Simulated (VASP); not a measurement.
# Bi4Se5 in VASP: further runs

The runs below take Bi4Se5 through single point, with PBE+D3(BJ).

Everything below comes from runs of VASP 6.6.1. Logs are shortened: lines on timing, memory, paths and dates and some standing lists are left out, and cuts for length are marked.

## 1. The cell of the first run

The cell holds a slab with vacuum, 9 atoms: a = 4.144 Å, b = 4.144 Å, c = 30.141 Å, α = 90.00°, β = 90.00°, γ = 120.00°.

## 2. Single point, PBE+D3(BJ)

INCAR

```
PREC = Accurate ; ENCUT = 520
EDIFF = 1E-7 ; ISMEAR = 0
SIGMA = 0.05 ; LREAL = F
LASPH = T ; NELM = 60
ALGO = Normal ; ISIF = 2
LWAVE = F ; LCHARG = T
LDIPOL = T ; IDIPOL = 3
DIPOL = 0.5 0.5 0.500 ; GGA = PE
IVDW = 12 ; LELF = T
LVHAR = T ; LVACPOTAV = T
NBANDS = 55
```

KPOINTS

```
Automatic mesh
0
Gamma
  9 9 1
```

POSCAR

```
Bi4Se5
1.0
    4.1436099040      0.0000000000      0.0000000000
   -2.0718049520      3.5884714402      0.0000000000
    0.0000000000      0.0000000000     30.1412621691
Bi Se
4 5
Direct
    0.3333333333      0.6666666667      0.2488283323
    0.3333333333      0.6666666667      0.4362253726
    0.0000000000      0.0000000000      0.5637746274
    0.0000000000      0.0000000000      0.7511716677
    0.6666666667      0.3333333333      0.3009938842
    0.0000000000      0.0000000000      0.3840598208
    0.6666666667      0.3333333333      0.5000000000
    0.3333333333      0.6666666667      0.6159401792
    0.6666666667      0.3333333333      0.6990061158
```

Potentials or basis: VASP PAW PBE potentials, release 64 (Bi_d, Se).

Started as:

```sh
cat potpaw_PBE.64/Bi_d/POTCAR potpaw_PBE.64/Se/POTCAR > POTCAR
mpirun -np 1 vasp_std > vasp.out
```

OUTCAR:

```text
PREC = Accurate
   ENCUT = 520
   EDIFF = 1E-7
   ISMEAR = 0
   LREAL = F
   LASPH = T
   NELM = 60
   ISIF = 2
   GGA = PE
   IVDW = 12
 IVDW          = 12

 ion  position               nearest neighbor table
   1  0.333  0.667  0.249-   5 2.86   5 2.86   5 2.86
   2  0.333  0.667  0.436-   6 2.86   6 2.86   6 2.86   7 3.07   7 3.07   7 3.07
   3  0.000  0.000  0.564-   8 2.86   8 2.86   8 2.86   7 3.07   7 3.07   7 3.07
   4  0.000  0.000  0.751-   9 2.86   9 2.86   9 2.86
   5  0.667  0.333  0.301-   1 2.86   1 2.86   1 2.86
   6  0.000  0.000  0.384-   2 2.86   2 2.86   2 2.86
   7  0.667  0.333  0.500-   2 3.07   2 3.07   3 3.07   3 3.07   3 3.07   2 3.07
   8  0.333  0.667  0.616-   3 2.86   3 2.86   3 2.86
   9  0.667  0.333  0.699-   4 2.86   4 2.86   4 2.86

  LATTYP: Found a hexagonal cell.
 ALAT       =     4.1436099040
 C/A-ratio  =     7.2741553542

  Lattice vectors:

 A1 = (   4.1436099040,   0.0000000000,   0.0000000000)
 A2 = (  -2.0718049520,   3.5884714402,   0.0000000000)
 A3 = (   0.0000000000,   0.0000000000,  30.1412621691)

Analysis of symmetry for initial positions (statically):
=====================================================================
 Subroutine PRICEL returns:
 Original cell was already a primitive cell.

 Routine SETGRP: Setting up the symmetry group for a
 hexagonal supercell.

 Subroutine GETGRP returns: Found 12 space group operations
 (whereof  6 operations were pure point group operations)
 out of a pool of 24 trial point group operations.

The static configuration has the point symmetry C_3v.
 The point group associated with its full space group is D_3d.

Analysis of symmetry for dynamics (positions and initial velocities):
=====================================================================
 Subroutine PRICEL returns:
 Original cell was already a primitive cell.

 Routine SETGRP: Setting up the symmetry group for a
 hexagonal supercell.

 Subroutine GETGRP returns: Found 12 space group operations
 (whereof  6 operations were pure point group operations)
 out of a pool of 24 trial point group operations.

The dynamic configuration has the point symmetry C_3v.
 The point group associated with its full space group is D_3d.

 Subroutine INISYM returns: Found 12 space group operations
[... 104 lines left out ...]
   ISIF   =      2    stress and relaxation
   ISYM   =      2    0-nonsym 1-usesym 2-fastsym
   POTIM  = 0.5000    time-step for ionic-motion
   TEBEG  =    0.0;   TEEND  =   0.0 temperature during run
   PSTRESS=    0.0 pullay stress
   NELECT =      90.0000    total number of electrons
   NUPDOWN=      -1.0000    fix difference up-down
   EMIN   =  10.00;   EMAX   =-10.00  energy-range for DOS
   EFERMI =   0.00;   METHOD = LEGACY
   ISMEAR =     0;   SIGMA  =   0.05  broadening in eV -4-tet -1-fermi 0-gaus
   EFERMI_NEDOS =   21; number of points for ismear=-14 and -15
   IALGO  =     38    algorithm
   IMIX   =      4    mixing-type and parameters
     AMIX     =   0.40;   BMIX     =  1.00
     AMIX_MAG =   1.60;   BMIX_MAG =  1.00
  volume/ion in A,a.u.               =      49.80       336.05
  Fermi-wavevector in a.u.,A,eV,Ry     =   0.958677  1.811637 12.504598  0.919062
  Thomas-Fermi vector in A             =   2.087806
   LORBIT       =      0    0 simple, 1 ext, 2 COOP (PROOUT), +10 PAW based schemes
   GGA     = PE    functional components
   LHFCALC =     F    Hartree Fock is set to
   AEXX    =    0.0000 exact exchange contribution
   IVDW    =    12    specifies the selected vdW correction
   LEPSILON=     F    determine dielectric tensor
   LRPA    =     F    only Hartree local field effects (RPA)
 non-spin polarized calculation
 Gauss-broadening in eV      SIGMA  =   0.05
  energy-cutoff  :      520.00
  volume of cell :      448.18
 maximum number of plane-waves:     12167
 NGX is ok and might be reduce to    32
   NGX = 15   NGY = 15   NGZ =113

 number of electron      89.9999988 magnetization

 dipolmoment           0.000000      0.000000      0.000002 electrons x Angstroem

 Free energy of the ion-electron system (eV)
  ---------------------------------------------------
  ext. energy  EPLUGINS =         0.00000000
  ---------------------------------------------------
  free energy    TOTEN  =       -34.28299270 eV

  energy without entropy =      -34.27013038  energy(sigma->0) =      -34.27656154

 E-fermi :   1.8180     XC(G=0):  -6.1158

 val. band max:        1.8088409619   @ k =   0.0000   0.0000   0.0000
 cond. band min:       1.8372082027   @ k =   0.4444   0.1111   0.0000
 fundamental gap:      0.0283672408
 Fermi energy:         1.8180095920

 k-point     1 :       0.0000    0.0000    0.0000
  band No.  band energies     occupation
      1     -21.8777      2.00000
      2     -21.8777      2.00000
      3     -21.8759      2.00000
      4     -21.8759      2.00000
      5     -21.8654      2.00000
      6     -21.8630      2.00000
[... 685 lines left out ...]
     54       5.3367      0.00000
     55       5.4566      0.00000

------------------------ aborting loop because EDIFF is reached ----------------------------------------

 Edisp (eV)   -3.11982

 E8    (eV) :    -1.4376

  FORCE on cell =-STRESS in cart. coord.  units (eV):
  Direction    XX          YY          ZZ          XY          YZ          ZX
  --------------------------------------------------------------------------------------
  -------------------------------------------------------------------------------------
  Total      -1.43623    -1.43623    -2.05521     0.00000     0.00000     0.00000
  in kB      -5.13434    -5.13434    -7.34710     0.00000     0.00000     0.00000
  external pressure =       -5.87 kB  Pullay stress =        0.00 kB

 VOLUME and BASIS-vectors are now :
 -----------------------------------------------------------------------------
  energy-cutoff  :      520.00
  volume of cell :      448.18
      direct lattice vectors                 reciprocal lattice vectors
     4.143609904  0.000000000  0.000000000     0.241335459  0.139335092  0.000000000
    -2.071804952  3.588471440  0.000000000     0.000000000  0.278670185  0.000000000
     0.000000000  0.000000000 30.141262169     0.000000000  0.000000000  0.033177111

 POSITION                                       TOTAL-FORCE (eV/Angst)
 -----------------------------------------------------------------------------------
     -0.00000      2.39231      7.50000        -0.000000      0.000000      0.518555
     -0.00000      2.39231     13.14838         0.000000     -0.000000      0.100048
      0.00000      0.00000     16.99288        -0.000000      0.000000     -0.100048
      0.00000      0.00000     22.64126        -0.000000      0.000000     -0.518555
      2.07180      1.19616      9.07234         0.000000     -0.000000     -0.441745
      0.00000      0.00000     11.57605        -0.000000      0.000000     -0.139924
      2.07180      1.19616     15.07063         0.000000      0.000000     -0.000000
     -0.00000      2.39231     18.56521         0.000000      0.000000      0.139924
      2.07180      1.19616     21.06893        -0.000000      0.000000      0.441745
 -----------------------------------------------------------------------------------
    total drift:                                0.000001     -0.000000      0.000122

  FREE ENERGIE OF THE ION-ELECTRON SYSTEM (eV)
  ---------------------------------------------------
  free  energy   TOTEN  =       -37.4028175951 eV

  energy  without entropy=      -37.3899552797  energy(sigma->0) =      -37.39638644

 vacuum level on the upper side and lower side of the slab         5.516         5.516
```

OSZICAR:

```text
N       E                     dE             d eps       ncg     rms          rms(c)
DAV:   1     0.903503640970E+03    0.90350E+03   -0.41614E+04  1472   0.150E+03
DAV:   2     0.718733158986E+02   -0.83163E+03   -0.81430E+03  1482   0.380E+02
DAV:   3    -0.300333527409E+02   -0.10191E+03   -0.99782E+02  1616   0.158E+02
[... 14 lines left out ...]
DAV:  18    -0.342829848188E+02   -0.24920E-05   -0.40903E-07  1130   0.164E-03    0.891E-04
DAV:  19    -0.342829895021E+02   -0.46833E-05   -0.87007E-07  1060   0.170E-03    0.636E-04
DAV:  20    -0.342829915303E+02   -0.20282E-05   -0.33361E-07  1060   0.110E-03    0.282E-04
DAV:  21    -0.342829926705E+02   -0.11402E-05   -0.35861E-07   968   0.549E-04    0.170E-04
DAV:  22    -0.342829926994E+02   -0.28847E-07   -0.27200E-08   971   0.348E-04
   1 F= -.37402818E+02 E0= -.37396386E+02  d E =-.128623E-01
```

stdout:

```text
POSCAR found type information on POSCAR BiSe
 POSCAR found :  2 types and       9 ions
 scaLAPACK will be used
 LDA part: xc-table for (Slater+PW92), standard interpolation
 POSCAR, INCAR and KPOINTS ok, starting setup
 FFT: planning ... GRIDC
 FFT: planning ... GRID_SOFT
 FFT: planning ... GRID
 WAVECAR not read
 entering main loop
 -----------------------------------------------------------------------------
|                                                                             |
|           W    W    AA    RRRRR   N    N  II  N    N   GGGG   !!!           |
|           W    W   A  A   R    R  NN   N  II  NN   N  G    G  !!!           |
|           W    W  A    A  R    R  N N  N  II  N N  N  G       !!!           |
|           W WW W  AAAAAA  RRRRR   N  N N  II  N  N N  G  GGG   !            |
|           WW  WW  A    A  R   R   N   NN  II  N   NN  G    G                |
|           W    W  A    A  R    R  N    N  II  N    N   GGGG   !!!           |
|                                                                             |
|     Did not find any points to average over, which means that no vacuum     |
|     field-free region was found. Please increase the size of  your cell     |
|     in the dimension of the dipole correction to obtain accurate            |
|     workfunction values.                                                    |
|                                                                             |
 -----------------------------------------------------------------------------
```

Wall time 18 min (1 thread of AMD EPYC 7R13, shared host); peak memory 0.59 GiB.

Results:

* Free energy: -37.4028 eV
* Largest force: 0.519 eV/Å
* Band gap on the k mesh: zero (band 45 reaches 2.04 eV, above the bottom of band 46 at 1.46 eV)
* Dispersion energy per atom: -0.347 eV

Forces in eV/Å, atoms in the order of the input:
```
Bi   0.000  0.000  0.519
Bi   0.000  0.000  0.100
Bi   0.000  0.000 -0.100
Bi   0.000  0.000 -0.519
Se   0.000  0.000 -0.442
Se   0.000  0.000 -0.140
Se   0.000  0.000  0.000
Se   0.000  0.000  0.140
Se   0.000  0.000  0.442
```

Caveat: spin-orbit coupling is left out, which moves the levels of the heavy elements.

## 3. Single point, PBE+D3(BJ)

INCAR

```
SYSTEM = Bi4Se5
PREC     = Accurate       ! precision mode
ENCUT    = 520            ! plane-wave cutoff, eV
EDIFF    = 1E-6           ! SCF threshold, eV
ISMEAR   = 0              ! smearing method
SIGMA    = 0.05           ! smearing width, eV
LREAL    = .False.        ! projectors in reciprocal space
LASPH    = .True.         ! aspherical terms in the spheres
NELM     = 80             ! most SCF steps
ALGO     = Normal         ! electronic algorithm
ISIF     = 2              ! what is computed and relaxed
LWAVE    = .False.        ! write WAVECAR
LCHARG   = .True.         ! write CHGCAR
LDIPOL   = .True.       
IDIPOL   = 3            
DIPOL    = 0.5 0.5 0.500
GGA      = PE             ! functional
IVDW     = 12             ! dispersion correction
LELF     = .True.         ! ELF
LVHAR    = .True.       
LVACPOTAV= .True.       
NBANDS   = 55             ! bands
```

KPOINTS

```
Automatic mesh
0
Gamma
  9 9 1
  0 0 0
```

POSCAR

```
Bi4Se5
1.0
    4.1436099040      0.0000000000      0.0000000000
   -2.0718049520      3.5884714402      0.0000000000
    0.0000000000      0.0000000000     30.1412621691
Bi Se
4 5
Direct
    0.3333333333      0.6666666667      0.2547928422
    0.3333333333      0.6666666667      0.4365911499
    0.0000000000      0.0000000000      0.5634088435
    0.0000000000      0.0000000000      0.7452071667
    0.6666666667      0.3333333333      0.3032115423
    0.0000000000      0.0000000000      0.3841447049
    0.6666666667      0.3333333333      0.4999999961
    0.3333333333      0.6666666667      0.6158552916
    0.6666666667      0.3333333333      0.6967884628
```

Potentials or basis: VASP PAW PBE potentials, release 64 (Bi_d, Se).

Started as:

```sh
cat potpaw_PBE.64/Bi_d/POTCAR potpaw_PBE.64/Se/POTCAR > POTCAR
mpirun -np 1 vasp_std > vasp.out
```

OUTCAR:

```text
SYSTEM = Bi4Se5
   PREC = Accurate
   ENCUT = 520
   EDIFF = 1E-6
   ISMEAR = 0
   LREAL = .False.
   LASPH = .True.
   NELM = 80
   ISIF = 2
   GGA = PE
   IVDW = 12
 IVDW          = 12

 ion  position               nearest neighbor table
   1  0.333  0.667  0.255-   5 2.80   5 2.80   5 2.80
   2  0.333  0.667  0.437-   6 2.87   6 2.87   6 2.87   7 3.06   7 3.06   7 3.06
   3  0.000  0.000  0.563-   8 2.87   8 2.87   8 2.87   7 3.06   7 3.06   7 3.06
   4  0.000  0.000  0.745-   9 2.80   9 2.80   9 2.80
   5  0.667  0.333  0.303-   1 2.80   1 2.80   1 2.80
   6  0.000  0.000  0.384-   2 2.87   2 2.87   2 2.87
   7  0.667  0.333  0.500-   2 3.06   2 3.06   2 3.06   3 3.06   3 3.06   3 3.06
   8  0.333  0.667  0.616-   3 2.87   3 2.87   3 2.87
   9  0.667  0.333  0.697-   4 2.80   4 2.80   4 2.80

  LATTYP: Found a hexagonal cell.
 ALAT       =     4.1436099040
 C/A-ratio  =     7.2741553542

  Lattice vectors:

 A1 = (   4.1436099040,   0.0000000000,   0.0000000000)
 A2 = (  -2.0718049520,   3.5884714402,   0.0000000000)
 A3 = (   0.0000000000,   0.0000000000,  30.1412621691)

[... 191 lines left out ...]
      1     -21.9005      2.00000
      2     -21.9005      2.00000
      3     -21.8987      2.00000
      4     -21.8987      2.00000
      5     -21.8868      2.00000
      6     -21.8844      2.00000
[... 685 lines left out ...]
     54       5.3607      0.00000
     55       5.4311      0.00000

------------------------ aborting loop because EDIFF is reached ----------------------------------------

 Edisp (eV)   -3.17397

 E8    (eV) :    -1.4643

  FORCE on cell =-STRESS in cart. coord.  units (eV):
  Direction    XX          YY          ZZ          XY          YZ          ZX
  --------------------------------------------------------------------------------------
  -------------------------------------------------------------------------------------
  Total       0.89190     0.89190    -0.06467     0.00000     0.00000    -0.00000
  in kB       3.18844     3.18844    -0.23118     0.00000     0.00000    -0.00000
  external pressure =        2.05 kB  Pullay stress =        0.00 kB

 VOLUME and BASIS-vectors are now :
 -----------------------------------------------------------------------------
  energy-cutoff  :      520.00
  volume of cell :      448.18
      direct lattice vectors                 reciprocal lattice vectors
     4.143609904  0.000000000  0.000000000     0.241335459  0.139335092  0.000000000
    -2.071804952  3.588471440  0.000000000     0.000000000  0.278670185  0.000000000
     0.000000000  0.000000000 30.141262169     0.000000000  0.000000000  0.033177111

 POSITION                                       TOTAL-FORCE (eV/Angst)
 -----------------------------------------------------------------------------------
     -0.00000      2.39231      7.67978        -0.000000     -0.000000     -0.007006
     -0.00000      2.39231     13.15941         0.000000     -0.000000      0.013689
      0.00000      0.00000     16.98185        -0.000000     -0.000000     -0.013689
      0.00000      0.00000     22.46148         0.000000     -0.000000      0.007006
      2.07180      1.19616      9.13918        -0.000000     -0.000000      0.011701
      0.00000      0.00000     11.57861        -0.000000      0.000000     -0.020181
      2.07180      1.19616     15.07063        -0.000000     -0.000000     -0.000000
     -0.00000      2.39231     18.56266        -0.000000     -0.000000      0.020181
      2.07180      1.19616     21.00208         0.000000      0.000000     -0.011701
 -----------------------------------------------------------------------------------
    total drift:                                0.000001     -0.000000      0.001577

  FREE ENERGIE OF THE ION-ELECTRON SYSTEM (eV)
  ---------------------------------------------------
  free  energy   TOTEN  =       -37.4697992026 eV

  energy  without entropy=      -37.4612683216  energy(sigma->0) =      -37.46553376

 vacuum level on the upper side and lower side of the slab         5.531         5.531
```

stdout:

```text
POSCAR found type information on POSCAR BiSe
 POSCAR found :  2 types and       9 ions
 scaLAPACK will be used
 LDA part: xc-table for (Slater+PW92), standard interpolation
 POSCAR, INCAR and KPOINTS ok, starting setup
 FFT: planning ... GRIDC
 FFT: planning ... GRID_SOFT
 FFT: planning ... GRID
 WAVECAR not read
 entering main loop
 -----------------------------------------------------------------------------
|                                                                             |
|           W    W    AA    RRRRR   N    N  II  N    N   GGGG   !!!           |
|           W    W   A  A   R    R  NN   N  II  NN   N  G    G  !!!           |
|           W    W  A    A  R    R  N N  N  II  N N  N  G       !!!           |
|           W WW W  AAAAAA  RRRRR   N  N N  II  N  N N  G  GGG   !            |
|           WW  WW  A    A  R   R   N   NN  II  N   NN  G    G                |
|           W    W  A    A  R    R  N    N  II  N    N   GGGG   !!!           |
|                                                                             |
|     Did not find any points to average over, which means that no vacuum     |
|     field-free region was found. Please increase the size of  your cell     |
|     in the dimension of the dipole correction to obtain accurate            |
|     workfunction values.                                                    |
|                                                                             |
 -----------------------------------------------------------------------------
```

Run time: 8.9 min. Hardware: 1 thread of AMD EPYC 7R13, shared host; peak memory 0.62 GiB.

What came out:

* Free energy: -37.4698 eV
* Largest force: 0.020 eV/Å
* Band gap on the k mesh: zero (band 45 reaches 2.25 eV, above the bottom of band 46 at 1.33 eV)
* Dispersion energy per atom: -0.353 eV

Forces in eV/Å, atoms in the order of the input:
```
Bi   0.000  0.000 -0.007
Bi   0.000  0.000  0.014
Bi   0.000  0.000 -0.014
Bi   0.000  0.000  0.007
Se   0.000  0.000  0.012
Se   0.000  0.000 -0.020
Se   0.000  0.000  0.000
Se   0.000  0.000  0.020
Se   0.000  0.000 -0.012
```

Caveat: spin-orbit coupling is left out, which moves the levels of the heavy elements.

## 4. Single point, PBE+D3(BJ)

INCAR

```
  PREC = Accurate
  ENCUT = 520
  EDIFF = 1E-6
  ISMEAR = 0
  SIGMA = 0.05
  LREAL = F
  LASPH = T
  NELM = 60
  ALGO = Normal
  ISIF = 2
  LWAVE = F
  LCHARG = F
  LDIPOL = T
  IDIPOL = 3
  DIPOL = 0.5 0.5 0.500
  GGA = PE
  IVDW = 12
  NBANDS = 55
```

KPOINTS

```
regular mesh
0
Gamma
  9 9 1
```

POSCAR is that of step 3.

Started as:

```sh
cat potpaw_PBE.64/Bi_d/POTCAR potpaw_PBE.64/Se/POTCAR > POTCAR
mpirun -np 1 vasp_std > vasp.out
```

Run time: 9 min. Hardware: 1 thread of AMD EPYC 7R13, shared host; peak memory 0.62 GiB.

Results (log left out):

```
Free energy                : -37.4698 eV
Largest force              : 0.020 eV/Å
Band gap on the k mesh     : zero (band 45 reaches 2.25 eV, above the bottom of band 46 at 1.33 eV)
Dispersion energy per atom : -0.353 eV
```

Forces on the atoms (eV/Å):
```
Bi   0.000  0.000 -0.007
Bi   0.000  0.000  0.014
Bi   0.000  0.000 -0.014
Bi   0.000  0.000  0.007
Se   0.000  0.000  0.012
Se   0.000  0.000 -0.020
Se   0.000  0.000  0.000
Se   0.000  0.000  0.020
Se   0.000  0.000 -0.012
```

Levels at points of the mesh, in eV from the Fermi level:
```csv
k point,band 41,band 42,band 43,band 44,band 45,band 46,band 47,band 48,band 49,band 50
"(0.00, 0.00, 0.00)",-2.00,-2.00,-1.41,-1.30,-0.84,-0.53,-0.09,0.77,0.77,1.23
```

Caveat: spin-orbit coupling is left out, which moves the levels of the heavy elements.
